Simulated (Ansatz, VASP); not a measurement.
One calculation of BaZrO3, two programs

The input POSCAR:

```
BaZrO3
1.0
    4.1815000000      0.0000000000      0.0000000000
    0.0000000000      4.1815000000      0.0000000000
    0.0000000000      0.0000000000      4.1815000000
Ba Zr O
1 1 3
Direct
    0.5000000000      0.4704068667      0.4704068667
    0.0000000000      0.0000000000      0.0000000000
    0.5000000000      0.0000000000      0.0000000000
    0.0000000000      0.5000000000      0.0000000000
    0.0000000000      0.0000000000      0.5000000000
```

Contents of INCAR.step1:

```
PREC     = Accurate       # precision mode
ENCUT    = 520            # plane-wave cutoff, eV
ISMEAR   = 0              # smearing method
SIGMA    = 0.05           # smearing width, eV
LREAL    = False          # projectors in reciprocal space
LASPH    = True           # aspherical terms in the spheres
NELM     = 100            # most SCF steps
NBANDS   = 28             # bands
GGA      = PE             # functional
ALGO     = Normal         # electronic algorithm
EDIFF    = 1E-4           # SCF threshold, eV
LWAVE    = True           # write WAVECAR
LCHARG   = False          # write CHGCAR
```

INCAR.step2

```
PREC     = Accurate       # precision mode
ENCUT    = 520            # plane-wave cutoff, eV
EDIFF    = 1E-6           # SCF threshold, eV
ISMEAR   = 0              # smearing method
SIGMA    = 0.05           # smearing width, eV
LREAL    = False          # projectors in reciprocal space
LASPH    = True           # aspherical terms in the spheres
NELM     = 100            # most SCF steps
ALGO     = Normal         # electronic algorithm
ISIF     = 2              # what is computed and relaxed
LWAVE    = False          # write WAVECAR
LCHARG   = False          # write CHGCAR
METAGGA  = R2SCAN         # meta-GGA
LMIXTAU  = True         
NBANDS   = 28             # bands
ISTART   = 1
```

KPOINTS

```
regular mesh
0
Gamma
  6 6 6
```

Input for Ansatz:

```yaml
crystal:
  lattice:
    - [4.1815, 0.0, 0.0]
    - [0.0, 4.1815, 0.0]
    - [0.0, 0.0, 4.1815]
  atoms:
    - { symbol: Ba, position: [0.5, 0.4704068667, 0.4704068667] }
    - { symbol: Zr, position: [0.0, 0.0, 0.0] }
    - { symbol: O, position: [0.5, 0.0, 0.0] }
    - { symbol: O, position: [0.0, 0.5, 0.0] }
    - { symbol: O, position: [0.0, 0.0, 0.5] }
basis:
  ecutwfc: 500
kpoints:
  mp_grid: { grid: [6, 6, 6] }
hamiltonian:
  xc: r2scan
scf:
  occupations: { method: gaussian, width: 0.05 }
output:
  forces: true
  stress: true
  eigenvalues: true
  write_density: true
  write_potential: true
  elf: true
  volumetric_format: npy
```

Change from the starting cell: all Ba atoms moved +0.175 Å, as atom 1 towards its neighbour atom 3 (O) at 2.957 Å.

Alike in both runs: task single point; functional r2SCAN; k mesh 6 × 6 × 6; occupations gaussian, width 0.05 eV; no spin polarisation.

|  | VASP | Ansatz |
| --- | --- | --- |
| version | VASP 6.6.1 | Ansatz 0.2.0 |
| potentials or method | VASP PAW PBE potentials, release 64 (Ba_sv, Zr_sv, O), cutoff 520 eV | scalar-relativistic, plane waves, PAW |
| valence electrons in the cell | 40 | 40 |

Ansatz gave:

| Quantity | Value |
| --- | --- |
| gap on the k mesh at the Fermi level (eV) | 3.74 |
| least direct gap on the mesh (eV) | 3.95 |
| pressure (GPa) | 3.4 |
| traceless stress, the component that is largest in VASP (GPa) | 0.62 |
| rms of the force components (eV/Å) | 0.264 |

Question: Which values does VASP return?

Answer: gap on the k mesh at the Fermi level (eV): 3.69; least direct gap on the mesh (eV): 3.93; pressure (GPa): 4.6; traceless stress, the component that is largest in VASP (GPa): 0.66; rms of the force components (eV/Å): 0.280.

VASP's potentials were made for PBE, not for r2SCAN. Atom by atom the forces differ by 0.025 eV/Å (rms over components).

Neither program's run includes spin-orbit coupling.
